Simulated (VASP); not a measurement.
Here is a VASP 6.6.1 calculation.

File INCAR:

```
ALGO = Normal
EDIFF = 1E-6
ENCUT = 520
GGA = PE
ISIF = 2
ISMEAR = 0
LASPH = T
LCHARG = T
LELF = T
LREAL = F
LVHAR = T
LWAVE = F
NBANDS = 20
NELM = 80
PREC = Accurate
SIGMA = 0.01
```

KPOINTS

```
k-points
0
Gamma
  4 4 4
```

POSCAR

```
ScAlN2
1.0
    1.5184655393      0.8766864879      4.9153867990
   -1.5184655393      0.8766864879      4.9153867990
    0.0000000000     -1.7533729757      4.9153867990
Sc Al N
1 1 2
Direct
    1.0000000000      0.0000000000      0.0000000000
    0.5000000000      0.5000000000      0.5000000000
    0.2433103317      0.2433103317      0.2433103317
    0.7566896683      0.7566896683      0.7566896683
```

Potentials or basis: VASP PAW PBE potentials, release 64 (Sc_sv, Al, N).

Command:

```console
$ cat potpaw_PBE.64/Sc_sv/POTCAR potpaw_PBE.64/Al/POTCAR potpaw_PBE.64/N/POTCAR > POTCAR
$ mpirun -np 1 vasp_std > vasp.out
```

(1) Estimate the pressure.

(2) Estimate the largest force.

Answers

(1) 4.4 GPa.

(2) 0.021 eV/Å.

Caveat: the k points lie up to 0.61 Å⁻¹ apart.
